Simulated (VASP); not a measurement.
Here is a VASP 6.6.1 calculation.

File INCAR:

```
SYSTEM = Si
ALGO = Normal
EDIFF = 1E-6
ENCUT = 520
GGA = PE
ISIF = 2
ISMEAR = 0
IVDW = 12
LASPH = .True.
LCHARG = .False.
LREAL = .False.
LWAVE = .False.
NBANDS = 8
NELM = 80
PREC = Accurate
SIGMA = 0.15
```

The input KPOINTS:

```
k-points
0
Gamma
  30 30 30
  0 0 0
```

POSCAR

```
Si
1.0
    0.0000000000      2.1939905873      1.4260938818
    2.1939905873      0.0000000000      1.4260938818
    2.1939905873      2.1939905873      0.0000000000
Si
1
Direct
    0.0000000000      0.0000000000      0.0000000000
```

Potentials or basis: VASP PAW PBE potentials, release 64 (Si).

Command:

```sh
$ cat potpaw_PBE.64/Si/POTCAR > POTCAR
$ mpirun -np 1 vasp_std > vasp.out
```

Q: Estimate the dispersion energy per atom.

A: -0.452 eV.

Q: Predict the pressure.

A: 0.8 GPa.

Q: Predict the band gap on the k mesh.

A: Zero (bands 2 and 3 overlap by 15.62 eV).

Stress tensor (GPa, compression positive):
```
 2.79  0.00  0.00
 0.00  2.79  0.00
 0.00  0.00 -3.22
```

Caveat: the stress differs along the axes, from -3 to 3 GPa.
